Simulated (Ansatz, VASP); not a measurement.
**AlGa2N3 in VASP and in Ansatz**

```
Al Ga N
1.0
     3.40267    0.00000    0.00000
    -1.70134    2.94680    0.00000
     0.00000    0.00000    8.33481
Al Ga N
1 2 3
Direct
  0.66667 0.33333 0.33333
  0.00000 0.00000 0.00000
  0.33333 0.66667 0.66667
  0.33333 0.66667 0.91667
  0.66667 0.33333 0.58333
  0.00000 0.00000 0.25000
```

Alike in both runs: task relaxation of cell and atoms; functional PBE; k mesh 6 × 6 × 2; occupations gaussian, width 0.1 eV; no spin polarisation.

|  | VASP | Ansatz |
| --- | --- | --- |
| version | VASP 6.6.1 | Ansatz 0.2.0 |
| potentials or method | VASP PAW PBE potentials, release 64 (Al, Ga_d, N), cutoff 600 eV | scalar-relativistic, plane waves, PAW |
| valence electrons in the cell | 44 | 44 |

|  | VASP | Ansatz | Ansatz less VASP |
| --- | --- | --- | --- |
| gap on the k mesh at the Fermi level, each at its own relaxed structure (eV) | 2.15 | 2.13 | -0.025 |
| relaxed volume (Å³/atom) | 11.38 | 11.41 | +0.029 |
| relaxed cell length with the largest relative difference (Å) | 3.181 | 3.184 | +0.0028 |

Noted on VASP's run: the volume moved by over 15 % at a fixed basis, so the end points are rough.
